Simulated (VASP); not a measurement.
Input of a VASP 6.6.1 run:

POSCAR

```
VH2
1.0
    0.0000000000      2.0937543505      2.0937543505
    2.0937543505      0.0000000000      2.0937543505
    2.0937543505      2.0937543505      0.0000000000
V H
1 2
Direct
    0.0000000000      0.0000000000      0.0000000000
    0.2500000000      0.2500000000      0.2500000000
    0.7500000000      0.7500000000      0.7500000000
```

INCAR.step1

```
ALGO = Normal ; EDIFF = 1E-4
ENCUT = 520 ; GGA = PE
ISMEAR = 0 ; ISPIN = 2
LASPH = T ; LCHARG = F
LMAXMIX = 4 ; LREAL = F
LWAVE = T ; MAGMOM = 1.04 0 0
NBANDS = 18 ; NELM = 150
PREC = Accurate ; SIGMA = 0.1
```

INCAR.step2

```
ALGO = Normal ; EDIFF = 1E-7
ENCUT = 520 ; ISIF = 2
ISMEAR = 0 ; ISPIN = 2
ISTART = 1 ; LASPH = T
LCHARG = F ; LMAXMIX = 4
LMIXTAU = T ; LORBIT = 11
LREAL = F ; LWAVE = F
MAGMOM = 1.04 0 0 ; METAGGA = R2SCAN
NBANDS = 18 ; NELM = 150
PREC = Accurate ; SIGMA = 0.1
```

File KPOINTS:

```
k-points
0
Gamma
  16 16 16
```

Potentials or basis: VASP PAW PBE potentials, release 64 (V_sv, H).

Run with:

```bash
$ cat potpaw_PBE.64/V_sv/POTCAR potpaw_PBE.64/H/POTCAR > POTCAR
$ cp INCAR.step1 INCAR
$ mpirun -np 1 vasp_std > vasp.out
$ cp INCAR.step2 INCAR
$ mpirun -np 1 vasp_std > vasp.out
```

What does it give for the net moment?

0.00 μB per cell.

Estimate the pressure.

0.4 GPa.

Caveat: the moments typed at the start vanished in this run; the PAW data sets were made with another functional, which shifts forces and pressure a little.
